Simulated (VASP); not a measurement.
Input of a VASP 6.6.1 run:

File POSCAR:

```
SnSe
1.0
   11.6477009345      0.0000000000      0.0000000000
    0.0000000000      4.1357113828      0.0000000000
    0.0000000000      0.0000000000      4.6290915207
Sn Se
4 4
Direct
    0.1199158944      0.2500000000      0.1204794146
    0.3800841056      0.7500000000      0.6204794146
    0.6199158944      0.2500000000      0.3795205854
    0.8800841056      0.7500000000      0.8795205854
    0.3527786214      0.2500000000      0.0134655576
    0.1472213786      0.7500000000      0.5134655576
    0.8527786214      0.2500000000      0.4865344424
    0.6472213786      0.7500000000      0.9865344424
```

The input INCAR.step1:

```
  ALGO = Normal
  EDIFF = 1E-4
  ENCUT = 520
  GGA = PE
  ISMEAR = 0
  LASPH = T
  LCHARG = F
  LREAL = F
  LWAVE = T
  NBANDS = 50
  NELM = 60
  PREC = Accurate
  SIGMA = 0.05
```

INCAR.step2

```
  ALGO = Normal
  EDIFF = 1E-6
  ENCUT = 520
  ISIF = 2
  ISMEAR = 0
  ISTART = 1
  IVDW = 12
  LASPH = T
  LCHARG = F
  LMIXTAU = T
  LREAL = F
  LWAVE = F
  METAGGA = R2SCAN
  NBANDS = 50
  NELM = 60
  PREC = Accurate
  SIGMA = 0.05
  VDW_A1 = 0.49484001
  VDW_A2 = 5.73083694
  VDW_S6 = 1.0
  VDW_S8 = 0.78981345
```

Contents of KPOINTS:

```
k-points
0
Gamma
  4 8 6
```

Potentials or basis: VASP PAW PBE potentials, release 64 (Sn_d, Se).

Command:

```console
$ cat potpaw_PBE.64/Sn_d/POTCAR potpaw_PBE.64/Se/POTCAR > POTCAR
$ cp INCAR.step1 INCAR
$ mpirun -np 1 vasp_std > vasp.out
$ cp INCAR.step2 INCAR
$ mpirun -np 1 vasp_std > vasp.out
```

Problem. What does it give for the dispersion energy per atom?

Solution. -0.162 eV.

Problem. Estimate the pressure.

Solution. -0.5 GPa.

Problem. What does it give for the largest force?

Solution. 0.020 eV/Å.

Problem. What does it give for the band gap on the k mesh?

Solution. 1.04 eV (least direct gap 1.35 eV).

Forces in eV/Å, atoms in the order of the input:
```
Sn  -0.015  0.000 -0.012
Sn   0.015  0.000 -0.012
Sn  -0.015  0.000  0.012
Sn   0.015  0.000  0.012
Se   0.000  0.000  0.010
Se   0.000  0.000  0.010
Se   0.000  0.000 -0.010
Se   0.000  0.000 -0.010
```

Caveat: the PAW data sets were made with another functional, which shifts forces and pressure a little; spin-orbit coupling is left out, which moves the levels of the heavy elements.

**The experiment to reproduce.**

“Linear dichroism of the optical properties of SnS and SnSe van der Waals crystals”, 2024, arxiv:2409.17412 reports, for a bulk crystal of SnSe at 300 K: band gap 0.89 eV (indirect).

A measured gap of SnSe is 0.89 eV (indirect; 300 K; “Linear dichroism of the optical properties of SnS and SnSe van der Waals crystals”, 2024, arxiv:2409.17412); the calculated 1.04 eV misses it by +0.15 eV. 2 values of this kind are on record (0.89 to 0.99 eV); this one was drawn at random. Spin-orbit coupling on Se, Sn is left out. The value is that of r2SCAN+D3(BJ) on a finite k mesh, which can miss the band edges, without temperature or zero-point motion.
